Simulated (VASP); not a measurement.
A run of VASP 6.6.1 is set up as follows.

File INCAR:

```
SYSTEM = Re
PREC     = Accurate       ! precision mode
ENCUT    = 520            ! plane-wave cutoff, eV
EDIFF    = 1E-6           ! SCF threshold, eV
ISMEAR   = -1             ! smearing method
SIGMA    = 0.1            ! smearing width, eV
LREAL    = .FALSE.        ! projectors in reciprocal space
LASPH    = .TRUE.         ! aspherical terms in the spheres
NELM     = 80             ! most SCF steps
ALGO     = Normal         ! electronic algorithm
ISIF     = 2              ! what is computed and relaxed
LWAVE    = .FALSE.        ! write WAVECAR
LCHARG   = .FALSE.        ! write CHGCAR
GGA      = PS             ! functional
NBANDS   = 10             ! bands
```

Contents of KPOINTS:

```
Automatic mesh
0
G
  15 15 15
  0 0 0
```

File POSCAR:

```
Re
1.0
    2.4078199927      0.0000000000      0.0000000000
    0.0000000000      2.4078199927      0.0000000000
    0.0000000000      0.0000000000      2.4078199927
Re
1
Direct
    0.0000000000      0.0000000000      0.0000000000
```

Potentials or basis: VASP PAW PBE potentials, release 64 (Re).

The run is started by

```sh
$ cat potpaw_PBE.64/Re/POTCAR > POTCAR
$ mpirun -np 1 vasp_std > vasp.out
```

(1) What does it give for the pressure?

Results:

(1) 70.3 GPa.

Caveat: the PAW data sets were made with another functional, which shifts forces and pressure a little.
